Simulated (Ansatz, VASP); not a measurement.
**As in VASP and in Ansatz**

Contents of INCAR:

```
SYSTEM = As
  PREC = Accurate
  ENCUT = 520
  EDIFF = 1E-6
  ISMEAR = 0
  SIGMA = 0.02
  LREAL = .FALSE.
  LASPH = .TRUE.
  NELM = 80
  ALGO = Normal
  ISIF = 2
  LWAVE = .FALSE.
  LCHARG = .FALSE.
  LDIPOL = .TRUE.
  IDIPOL = 3
  DIPOL = 0.5 0.5 0.500
  GGA = PE
  IVDW = 12
  NBANDS = 12
```

Contents of KPOINTS:

```
regular mesh
0
G
  9 9 1
  0 0 0
```

POSCAR

```
As
1.0
    3.5780000000      0.0000000000      0.0000000000
   -1.7890000000      3.0986388948      0.0000000000
    0.0000000000      0.0000000000     28.5742413766
As
2
Direct
    0.3333333333      0.6666666667      0.4842865470
    0.6666666667      0.3333333333      0.5157134530
```

Input for Ansatz:

```yaml
crystal:
  lattice:
    - [3.578, 0.0, 0.0]
    - [-1.789, 3.0986388948, 0.0]
    - [0.0, 0.0, 28.5742413766]
  atoms:
    - { symbol: As, position: [0.3333333333, 0.6666666667, 0.484286547] }
    - { symbol: As, position: [0.6666666667, 0.3333333333, 0.515713453] }
  periodic: [true, true, false]
basis:
  ecutwfc: 420
kpoints:
  mp_grid: { grid: [9, 9, 1] }
hamiltonian:
  xc: pbe
  dispersion: d3bj
scf:
  occupations: { method: gaussian, width: 0.02 }
output:
  forces: true
  stress: true
  eigenvalues: true
```

Alike in both runs: task single point; functional PBE; dispersion D3(BJ); k mesh 9 × 9 × 1; occupations gaussian, width 0.02 eV; no spin polarisation.

|  | VASP | Ansatz |
| --- | --- | --- |
| version | VASP 6.6.1 | Ansatz 0.2.0 |
| potentials or method | VASP PAW PBE potentials, release 64 (As), cutoff 520 eV | scalar-relativistic, plane waves, PAW |
| valence electrons in the cell | 10 | 30 |

```csv
,VASP,Ansatz,Ansatz less VASP
gap on the k mesh at the Fermi level (eV),none,none,-
rms of the force components (eV/Å),3.157,3.082,-0.0749
```

Atom by atom the forces differ by 0.075 eV/Å (rms over components). A gap of «none» marks a metal or a gap that the smearing closes. VASP's potentials hold 10 valence electrons a cell and Ansatz's 30, so a difference there can come from the potentials and not from the codes.
